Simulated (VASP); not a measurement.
Wanted: the native input for a VASP 6.6.1 run.

| Item | Value |
| --- | --- |
| Task | single point |
| Functional | PBE |
| Potentials or basis | VASP PAW PBE potentials, release 64 (Cd, Se) |
| Cutoff | 520 eV |
| k mesh | 6 × 6 × 6 |
| Occupations | fermi-dirac, width 0.1 eV |
| Spin | no spin polarisation |
| Dipole correction | no |
| Further INCAR settings | ALGO = Normal; EDIFF = 1e-06; NBANDS = 16 |

The structure of CdSe lies in POSCAR:

```
CdSe
1.0
    0.0000000000      3.0567837291      3.0567837291
    3.0567837291      0.0000000000      3.0567837291
    3.0567837291      3.0567837291      0.0000000000
Cd Se
1 1
Direct
    0.0000000000      0.0000000000      0.0000000000
    0.7500000000      0.7500000000      0.7500000000
```

The input as run:

INCAR

```
PREC     = Accurate       # precision mode
ENCUT    = 520            # plane-wave cutoff, eV
EDIFF    = 1E-6           # SCF threshold, eV
ISMEAR   = -1             # smearing method
SIGMA    = 0.1            # smearing width, eV
LREAL    = F              # projectors in reciprocal space
LASPH    = T              # aspherical terms in the spheres
NELM     = 60             # most SCF steps
ALGO     = Normal         # electronic algorithm
ISIF     = 2              # what is computed and relaxed
LWAVE    = F              # write WAVECAR
LCHARG   = F              # write CHGCAR
GGA      = PE             # functional
NBANDS   = 16             # bands
```

KPOINTS

```
Automatic mesh
0
Gamma
  6 6 6
```

Potentials or basis: VASP PAW PBE potentials, release 64 (Cd, Se).

Run with:

```console
$ cat potpaw_PBE.64/Cd/POTCAR potpaw_PBE.64/Se/POTCAR > POTCAR
$ mpirun -np 1 vasp_std > vasp.out
```

Results of the run:

* Pressure: 2.3 GPa
* Band gap on the k mesh: 0.58 eV, direct

It took 5 s on 1 thread of Intel(R) Xeon(R) 6975P-C (Granite Rapids), with other jobs on the host, peak memory 0.18 GiB.
